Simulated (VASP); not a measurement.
Input of a VASP 6.6.1 run:

The input INCAR:

```
SYSTEM = Nb
ALGO = Normal
EDIFF = 1E-8
ENCUT = 520
GGA = PS
ISIF = 2
ISMEAR = -1
LASPH = .True.
LCHARG = .False.
LEFG = .True.
LREAL = .False.
LWAVE = .False.
NBANDS = 12
NELM = 100
PREC = Accurate
SIGMA = 0.08
```

The input KPOINTS:

```
k-points
0
Gamma
  13 13 13
  0 0 0
```

Contents of POSCAR:

```
Nb
1.0
    0.0000000000      2.1220266297      2.1220266297
    2.1220266297      0.0000000000      2.1220266297
    2.1220266297      2.1220266297      0.0000000000
Nb
1
Direct
    0.0000000000      0.0000000000      0.0000000000
```

Potentials or basis: VASP PAW PBE potentials, release 64 (Nb_sv).

Command:

```console
$ cat potpaw_PBE.64/Nb_sv/POTCAR > POTCAR
$ mpirun -np 1 vasp_std > vasp.out
```

(1) Estimate the pressure.

Answers

(1) -8.4 GPa.

Caveat: without QUAD_EFG the Cq values of the log hold for a quadrupole moment of 1 mb, not for the nuclei; the PAW data sets were made with another functional, which shifts forces and pressure a little.
